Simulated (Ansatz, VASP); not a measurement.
## One calculation of HPbNO4, two programs

```xyz
7
Lattice="3.8540 0.1438 0.0901 -0.2532 5.5270 0.1647 -0.4820 -1.9272 5.7203" Properties=species:S:1:pos:R:3 pbc="T T T"
H    -0.0083    2.5983    3.2335
Pb    2.1473    2.6778    1.0046
N     2.8237    3.6046    5.7249
O    -0.4057   -0.9417    5.0623
O     2.7256   -0.0852    0.8025
O    -0.5912    2.3982    5.1009
O     0.1280    2.5704    2.2622
```

Alike in both runs: functional revPBE; k mesh 5 × 4 × 4; occupations fermi-dirac, width 0.05 eV; no spin polarisation.

|  | VASP | Ansatz |
| --- | --- | --- |
| version | VASP 6.6.1 | Ansatz 0.2.0 |
| potentials or method | VASP PAW PBE potentials, release 64 (H, Pb_d, N, O), cutoff 520 eV | all-electron LAPW, scalar-relativistic |
| task | single point | band structure |

```csv
,VASP,Ansatz,Ansatz less VASP
gap on the k mesh at the Fermi level (eV),3.16,3.19,+0.029
least direct gap on the mesh (eV),3.23,3.26,+0.031
pressure (GPa),2.0,1.4,-0.60
"traceless stress, the component that is largest in VASP (GPa)",-0.69,-0.18,+0.513
rms of the force components (eV/Å),0.231,0.082,-0.1490
```

VASP's potentials were made for PBE, not for revPBE. Atom by atom the forces differ by 0.172 eV/Å (rms over components). One of these differences is far larger than is usual between the two programs; its cause wasn't traced. Ansatz ran all-electron here, and VASP with PAW potentials.

Neither program's run includes spin-orbit coupling. Noted on VASP's run: the standard files for N, O and F lose accuracy on very short bonds.
